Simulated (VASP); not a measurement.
# TiO (P6_3/mmc) in VASP: single point with PBEsol

Aim: the single point of TiO with PBEsol.

Everything below comes from runs of VASP 6.6.1. Logs are shortened: lines on timing, memory, paths and dates and some standing lists are left out, and cuts for length are marked.

## (1) The cell of the first run

It takes space group P6_3/mmc (No. 194, hexagonal). The conventional cell has a = 2.852 Å, b = 2.852 Å, c = 5.568 Å, α = 90.00°, β = 90.00°, γ = 120.00°. Ti (site symmetry -6m2) has 6 O at 2.16 Å and 6 Ti at 2.85 Å within 2.9 Å. O (site symmetry -3m) has 6 Ti at 2.16 Å and 8 O at 2.78 to 2.85 Å within 2.9 Å.

## (2) Single point, PBEsol

The input, INCAR:

```
PREC     = Accurate       # precision mode
ENCUT    = 520            # plane-wave cutoff, eV
EDIFF    = 1E-6           # SCF threshold, eV
ISMEAR   = -1             # smearing method
SIGMA    = 0.05           # smearing width, eV
LREAL    = False          # projectors in reciprocal space
LASPH    = True           # aspherical terms in the spheres
NELM     = 80             # most SCF steps
ALGO     = Normal         # electronic algorithm
ISIF     = 2              # what is computed and relaxed
LWAVE    = False          # write WAVECAR
LCHARG   = False          # write CHGCAR
GGA      = PS             # functional
NBANDS   = 26             # bands
```

The input, KPOINTS:

```
regular mesh
0
Gamma
  11 11 5
```

The input, POSCAR:

```
TiO
1.0
    2.8516080131      0.0000000000      0.0000000000
   -1.4258040066      2.4695649810      0.0000000000
    0.0000000000      0.0000000000      5.5675030000
Ti O
2 2
Direct
    0.6666666667      0.3333333333      0.7500000000
    0.3333333333      0.6666666667      0.2500000000
    0.0000000000      0.0000000000      0.5000000000
    0.0000000000      0.0000000000      0.0000000000
```

Potentials or basis: VASP PAW PBE potentials, release 64 (Ti_sv, O).

On the command line:

```bash
cat potpaw_PBE.64/Ti_sv/POTCAR potpaw_PBE.64/O/POTCAR > POTCAR
mpirun -np 1 vasp_std > vasp.out
```

OUTCAR:

```text
PREC = Accurate
   ENCUT = 520
   EDIFF = 1E-6
   ISMEAR = -1
   LREAL = False
   LASPH = True
   NELM = 80
   ISIF = 2
   GGA = PS

 ion  position               nearest neighbor table
   1  0.667  0.333  0.750-   3 2.16   4 2.16   3 2.16   4 2.16   3 2.16   4 2.16
   2  0.333  0.667  0.250-   3 2.16   4 2.16   3 2.16   4 2.16   3 2.16   4 2.16
   3  0.000  0.000  0.500-   1 2.16   2 2.16   1 2.16   2 2.16   1 2.16   2 2.16
   4  0.000  0.000  0.000-   1 2.16   2 2.16   1 2.16   2 2.16   1 2.16   2 2.16

  LATTYP: Found a hexagonal cell.
 ALAT       =     2.8516080131
 C/A-ratio  =     1.9524082463

  Lattice vectors:

 A1 = (   2.8516080131,   0.0000000000,   0.0000000000)
 A2 = (  -1.4258040066,   2.4695649810,   0.0000000000)
 A3 = (   0.0000000000,   0.0000000000,   5.5675030000)

Analysis of symmetry for initial positions (statically):
=====================================================================
 Subroutine PRICEL returns:
 Original cell was already a primitive cell.

 Routine SETGRP: Setting up the symmetry group for a
 hexagonal supercell.

 Subroutine GETGRP returns: Found 24 space group operations
 (whereof 12 operations were pure point group operations)
 out of a pool of 24 trial point group operations.

The static configuration has the point symmetry D_3d.
 The point group associated with its full space group is D_6h.

Analysis of symmetry for dynamics (positions and initial velocities):
=====================================================================
 Subroutine PRICEL returns:
 Original cell was already a primitive cell.

 Routine SETGRP: Setting up the symmetry group for a
 hexagonal supercell.

 Subroutine GETGRP returns: Found 24 space group operations
 (whereof 12 operations were pure point group operations)
 out of a pool of 24 trial point group operations.

The dynamic configuration has the point symmetry D_3d.
 The point group associated with its full space group is D_6h.

 Subroutine INISYM returns: Found 24 space group operations
 (whereof 12 operations are pure point group operations),
 and found     1 'primitive' translations

----------------------------------------------------------------------------------------

                                     Primitive cell

  volume of cell :      39.2076

  direct lattice vectors                    reciprocal lattice vectors
     2.851608013  0.000000000  0.000000000     0.350679334  0.202464808  0.000000000
    -1.425804007  2.469564981  0.000000000     0.000000000  0.404929616  0.000000000
     0.000000000  0.000000000  5.567503000     0.000000000  0.000000000  0.179613733

  length of vectors
     2.851608013  2.851608013  5.567503000     0.404929616  0.404929616  0.179613733

  position of ions in fractional coordinates (direct lattice)
     0.666666667  0.333333333  0.750000000
     0.333333333  0.666666667  0.250000000
     0.000000000  0.000000000  0.500000000
     0.000000000  0.000000000  0.000000000

  ion indices of the primitive-cell ions
   primitive index   ion index
                 1           1
                 2           2
                 3           3
                 4           4

----------------------------------------------------------------------------------------

 KPOINTS: regular mesh

Automatic generation of k-mesh.
 Grid dimensions read from file:
 generate k-points for:   11   11    5

 Generating k-lattice:

  Cartesian coordinates                     Fractional coordinates (reciprocal lattice)
     0.031879939  0.018405892  0.000000000     0.090909091  0.000000000  0.000000000
     0.000000000  0.036811783  0.000000000     0.000000000  0.090909091  0.000000000
     0.000000000  0.000000000  0.035922747     0.000000000  0.000000000  0.200000000

  Length of vectors
     0.036811783  0.036811783  0.035922747

  Shift w.r.t. Gamma in fractional coordinates (k-lattice)
     0.000000000  0.000000000  0.000000000

 Subroutine IBZKPT returns following result:
 ===========================================

 Found     48 irreducible k-points:

 Following reciprocal coordinates:
            Coordinates               Weight
  0.000000  0.000000  0.000000      1.000000
  0.090909 -0.000000  0.000000      6.000000
  0.181818 -0.000000  0.000000      6.000000
  0.272727 -0.000000  0.000000      6.000000
  0.363636 -0.000000  0.000000      6.000000
  0.454545  0.000000  0.000000      6.000000
[... 16 lines left out ...]
  0.090909  0.090909  0.200000     12.000000
  0.181818  0.090909  0.200000     24.000000
 [... further k-points ...]
   k-points           NKPTS =     48   k-points in BZ     NKDIM =     48   number of bands    NBANDS=     26
   number of dos      NEDOS =    301   number of ions     NIONS =      4
   total plane-waves  NPLWV =  24192
   dimension x,y,z NGX =    24 NGY =   24 NGZ =   42
   dimension x,y,z NGXF=    48 NGYF=   48 NGZF=   84
   ions per type =               2   2
   NGX,Y,Z   is equivalent  to a cutoff of  13.99, 13.99, 12.54 a.u.
   NGXF,Y,Z  is equivalent  to a cutoff of  27.98, 27.98, 25.08 a.u.
 SYSTEM =  unknown system
   PREC   = accura    normal or accurate (medium, high low for compatibility)
   ISTART =      0    job   : 0-new  1-cont  2-samecut
   ICHARG =      2    charge: 1-file 2-atom 10-const
   ISPIN  =      1    spin polarized calculation?
   LNONCOLLINEAR =      F non collinear calculations
   LSORBIT =      F    spin-orbit coupling
   LASPH  =      T    aspherical Exc in radial PAW
   ENCUT  =  520.0 eV  38.22 Ry    6.18 a.u.   5.30  5.30 10.35*2*pi/ulx,y,z
   NELM   =     80;   NELMIN=  2; NELMDL= -5     # of ELM steps
   EDIFF  = 0.1E-05   stopping-criterion for ELM
   LREAL  =      F    real-space projection
   EDIFFG = 0.1E-04   stopping-criterion for IOM
   NSW    =      0    number of steps for IOM
   IBRION =     -1    ionic relax: 0-MD 1-quasi-New 2-CG
   NFREE  =      0    steps in history (QN), initial steepest desc. (CG)
   ISIF   =      2    stress and relaxation
   ISYM   =      2    0-nonsym 1-usesym 2-fastsym
   POTIM  = 0.5000    time-step for ionic-motion
   TEBEG  =    0.0;   TEEND  =   0.0 temperature during run
   PSTRESS=    0.0 pullay stress
   NELECT =      36.0000    total number of electrons
   NUPDOWN=      -1.0000    fix difference up-down
   EMIN   =  10.00;   EMAX   =-10.00  energy-range for DOS
   EFERMI =   0.00;   METHOD = LEGACY
   ISMEAR =    -1;   SIGMA  =   0.05  broadening in eV -4-tet -1-fermi 0-gaus
   EFERMI_NEDOS =   21; number of points for ismear=-14 and -15
   IALGO  =     38    algorithm
   IMIX   =      4    mixing-type and parameters
     AMIX     =   0.40;   BMIX     =  1.00
     AMIX_MAG =   1.60;   BMIX_MAG =  1.00
  volume/ion in A,a.u.               =       9.80        66.15
  Fermi-wavevector in a.u.,A,eV,Ry     =   1.591178  3.006890 34.447873  2.531847
  Thomas-Fermi vector in A             =   2.689758
   LORBIT       =      0    0 simple, 1 ext, 2 COOP (PROOUT), +10 PAW based schemes
   GGA     = PS    functional components
   LHFCALC =     F    Hartree Fock is set to
   AEXX    =    0.0000 exact exchange contribution
   IVDW    =     0    specifies the selected vdW correction
   LEPSILON=     F    determine dielectric tensor
   LRPA    =     F    only Hartree local field effects (RPA)
 non-spin polarized calculation
  energy-cutoff  :      520.00
  volume of cell :       39.21
 maximum number of plane-waves:      1071
 NGX is ok and might be reduce to    24
   NGX = 11   NGY = 11   NGZ = 21

 number of electron      35.9999992 magnetization

 Free energy of the ion-electron system (eV)
  ---------------------------------------------------
  ext. energy  EPLUGINS =         0.00000000
  ---------------------------------------------------
  free energy    TOTEN  =       -37.35750758 eV

  energy without entropy =      -37.35060499  energy(sigma->0) =      -37.35405628

 E-fermi :  11.2249     XC(G=0): -13.0286

 val. band max:       11.1902245212   @ k =   0.4545   0.0909   0.0000
 cond. band min:      11.2515218992   @ k =   0.0000   0.0000   0.0000
 fundamental gap:      0.0612973780
 Fermi energy:        11.2248747412

 k-point     1 :       0.0000    0.0000    0.0000
  band No.  band energies     occupation
      1     -46.4128      2.00000
      2     -46.3683      2.00000
      3     -23.2702      2.00000
      4     -22.7868      2.00000
      5     -22.3729      2.00000
      6     -22.3729      2.00000
[... 18 lines left out ...]
     25      12.9925      0.00000
     26      14.0891      0.00000

 k-point     2 :       0.0909   -0.0000    0.0000
  band No.  band energies     occupation
      1     -46.4031      2.00000
      2     -46.3602      2.00000
      3     -23.2454      2.00000
      4     -22.7826      2.00000
      5     -22.4349      2.00000
      6     -22.4173      2.00000
[... 18 lines left out ...]
     25      13.0381      0.00000
     26      13.7415      0.00000

 k-point     3 :       0.1818   -0.0000    0.0000
  band No.  band energies     occupation
      1     -46.3767      2.00000
      2     -46.3387      2.00000
      3     -23.1768      2.00000
      4     -22.7727      2.00000
      5     -22.6068      2.00000
      6     -22.5645      2.00000
[... 18 lines left out ...]
     25      13.1850      0.00000
     26      14.1593      0.00000

 k-point     4 :       0.2727   -0.0000    0.0000
  band No.  band energies     occupation
      1     -46.3414      2.00000
      2     -46.3108      2.00000
      3     -23.0812      2.00000
      4     -22.8271      2.00000
      5     -22.7644      2.00000
      6     -22.7510      2.00000
[... 18 lines left out ...]
     25      13.5420      0.00000
     26      14.3193      0.00000
[... 496 lines left out ...]
      1     -46.2852      2.00000
      2     -46.2735      2.00000
      3     -23.1383      2.00000
      4     -23.0422      2.00000
      5     -22.8824      2.00000
      6     -22.7813      2.00000
[... 18 lines left out ...]
     25      14.1897      0.00000
     26      14.5822      0.00000

 k-point    23 :       0.0909    0.0909    0.2000
  band No.  band energies     occupation
      1     -46.3812      2.00000
      2     -46.3492      2.00000
      3     -23.1617      2.00000
      4     -22.8222      2.00000
      5     -22.5342      2.00000
      6     -22.5257      2.00000
[... 18 lines left out ...]
     25      13.3243      0.00000
     26      13.9877      0.00000

 k-point    24 :       0.1818    0.0909    0.2000
  band No.  band energies     occupation
      1     -46.3509      2.00000
      2     -46.3239      2.00000
      3     -23.0896      2.00000
      4     -22.8234      2.00000
      5     -22.7055      2.00000
      6     -22.6764      2.00000
[... 18 lines left out ...]
     25      13.4829      0.00000
     26      14.0838      0.00000

 [... further k-points ...]

------------------------ aborting loop because EDIFF is reached ----------------------------------------

  FORCE on cell =-STRESS in cart. coord.  units (eV):
  Direction    XX          YY          ZZ          XY          YZ          ZX
  --------------------------------------------------------------------------------------
  -------------------------------------------------------------------------------------
  Total       -2.0566795     -2.0566795     -2.7518945      0.0000000     -0.0000000      0.0000000
  in kB      -84.0439491    -84.0439491   -112.4531491      0.0000000     -0.0000000      0.0000000
  external PRESSURE =     -93.5136824 kB  Pullay stress =       0.0000000 kB

 VOLUME and BASIS-vectors are now :
 -----------------------------------------------------------------------------
  energy-cutoff  :      520.00
  volume of cell :       39.21
      direct lattice vectors                 reciprocal lattice vectors
     2.851608013  0.000000000  0.000000000     0.350679334  0.202464808  0.000000000
    -1.425804007  2.469564981  0.000000000     0.000000000  0.404929616  0.000000000
     0.000000000  0.000000000  5.567503000     0.000000000  0.000000000  0.179613733

 POSITION                                       TOTAL-FORCE (eV/Angst)
 -----------------------------------------------------------------------------------
      1.42580      0.82319      4.17563         0.000000     -0.000000      0.000000
     -0.00000      1.64638      1.39188        -0.000000      0.000000     -0.000000
      0.00000      0.00000      2.78375         0.000000      0.000000      0.000000
      0.00000      0.00000      0.00000         0.000000      0.000000      0.000000
 -----------------------------------------------------------------------------------
    total drift:                               -0.000000      0.000000     -0.000000

  FREE ENERGIE OF THE ION-ELECTRON SYSTEM (eV)
  ---------------------------------------------------
  free  energy   TOTEN  =       -37.3575075795 eV

  energy  without entropy=      -37.3506049904  energy(sigma->0) =      -37.35405628
```

It took 74 s on 1 thread of Intel Xeon 8259CL, shared host; peak memory 0.19 GiB.

Results:

```
Free energy            : -37.3575 eV
Pressure               : -9.4 GPa
Band gap on the k mesh : zero (bands 18 and 19 overlap by 0.20 eV)
```

Stress tensor (GPa, compression positive):
```
 -8.40   0.00   0.00
  0.00  -8.40   0.00
  0.00   0.00 -11.25
```

Levels at points of the mesh, in eV from the Fermi level:
```csv
k point,band 15,band 16,band 17,band 18,band 19,band 20,band 21,band 22
"(0.00, 0.00, 0.00)",-5.38,-5.33,-2.08,-0.23,-0.23,0.03,0.77,0.77
```

Caveat: the cell stands under tension; the PAW data sets were made with another functional, which shifts forces and pressure a little; semilocal functionals often make such compounds metallic where correlation or magnetic order opens a gap, which also shifts bond lengths.
